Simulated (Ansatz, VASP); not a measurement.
**SiO2: VASP beside Ansatz**

File INCAR:

```
  PREC = Accurate
  ENCUT = 520
  EDIFF = 1E-6
  ISMEAR = 0
  SIGMA = 0.05
  LREAL = False
  LASPH = True
  NELM = 60
  ALGO = Normal
  ISIF = 2
  LWAVE = False
  LCHARG = True
  GGA = PE
  LELF = True
  LVHAR = True
  NBANDS = 25
```

KPOINTS

```
regular mesh
0
Gamma
  6 6 8
```

File POSCAR:

```
SiO2
1.0
    4.2676000000      0.0000000000      0.0000000000
    0.0000000000      4.2676000000      0.0000000000
    0.0000000000      0.0000000000      2.4477000000
Si O
2 4
Direct
    0.5000000000      0.5000000000      0.5000000000
    0.0000000000      0.0000000000      0.0000000000
    0.6930127928      0.6930127928      0.0000000000
    0.1930127928      0.8069872072      0.5000000000
    0.3069872072      0.3069872072      0.0000000000
    0.8069872072      0.1930127928      0.5000000000
```

Input for Ansatz:

```yaml
crystal:
  lattice:
    - [4.2676, 0.0, 0.0]
    - [0.0, 4.2676, 0.0]
    - [0.0, 0.0, 2.4477]
  atoms:
    - { symbol: Si, position: [0.5, 0.5, 0.5] }
    - { symbol: Si, position: [0.0, 0.0, 0.0] }
    - { symbol: O, position: [0.6930127928, 0.6930127928, 0.0] }
    - { symbol: O, position: [0.1930127928, 0.8069872072, 0.5] }
    - { symbol: O, position: [0.3069872072, 0.3069872072, 0.0] }
    - { symbol: O, position: [0.8069872072, 0.1930127928, 0.5] }
basis:
  ecutwfc: 520.0
kpoints:
  mp_grid: { grid: [6, 6, 8] }
hamiltonian:
  xc: pbe
  pseudopotentials: { kind: paw, azcp: { folder: soft_1 } }
scf:
  occupations: { method: gaussian, width: 0.05 }
output:
  forces: true
  stress: true
  eigenvalues: true
```

Alike in both runs: task single point; functional PBE; k mesh 6 × 6 × 8; occupations gaussian, width 0.05 eV; no spin polarisation.

```csv
,VASP,Ansatz
version,VASP 6.6.1,Ansatz 0.2.0
potentials or method,"VASP PAW PBE potentials, release 64 (Si, O), cutoff 520 eV","scalar-relativistic, plane waves, PAW"
valence electrons in the cell,32,32
```

Ansatz gave:

| Quantity | Value |
| --- | --- |
| gap on the k mesh at the Fermi level (eV) | 6.67 |
| least direct gap on the mesh (eV) | 6.67 |
| rms of the force components (eV/Å) | 0.071 |

What did VASP give for the same quantities?

gap on the k mesh at the Fermi level (eV): 6.65; least direct gap on the mesh (eV): 6.65; rms of the force components (eV/Å): 0.098.

Atom by atom the forces differ by 0.027 eV/Å (rms over components).
